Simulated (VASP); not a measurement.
GaSb3, 4 atoms in the cell. It takes space group Fm-3m (No. 225, cubic). The conventional cell has a = 7.461 Å, b = 7.461 Å, c = 7.461 Å, α = 90.00°, β = 90.00°, γ = 90.00°. Within 4.3 Å of Ga (site symmetry m-3m) lie 14 Sb at 3.23 to 3.73 Å. Within 4.3 Å of Sb (site symmetry -43m) lie 4 Ga at 3.23 Å and 10 Sb at 3.23 to 3.73 Å. Sb (site symmetry m-3m) has 8 Sb at 3.23 Å and 6 Ga at 3.73 Å within 4.3 Å. 

- Program: VASP 6.6.1
- Task: relaxation of cell and atoms
- Functional: PBE
- Potentials or basis: VASP PAW PBE potentials, release 64 (Ga_d, Sb)
- Cutoff: 600 eV
- k mesh: 12 × 12 × 12
- Occupations: gaussian, width 0.1 eV
- Spin: no spin polarisation
- Dipole correction: no
- Further INCAR settings: ALGO = Normal; EDIFF = 1e-07; IBRION = 2; EDIFFG = -0.01; NSW = 100; ISIF = 3

Potentials or basis: VASP PAW PBE potentials, release 64 (Ga_d, Sb).

Command:

```bash
$ cat potpaw_PBE.64/Ga_d/POTCAR potpaw_PBE.64/Sb/POTCAR > POTCAR
$ mpirun -np 1 vasp_std > vasp.out
```

Hardware: 1 thread of Intel Xeon 6975P-C, on a shared host.

Question: How long does it take, and how much memory?

Answer: It took 7.2 min on 1 thread of Intel Xeon 6975P-C (shared host), peak memory 0.38 GiB. Counts: scf iterations 30, k points 72, ion steps 3.
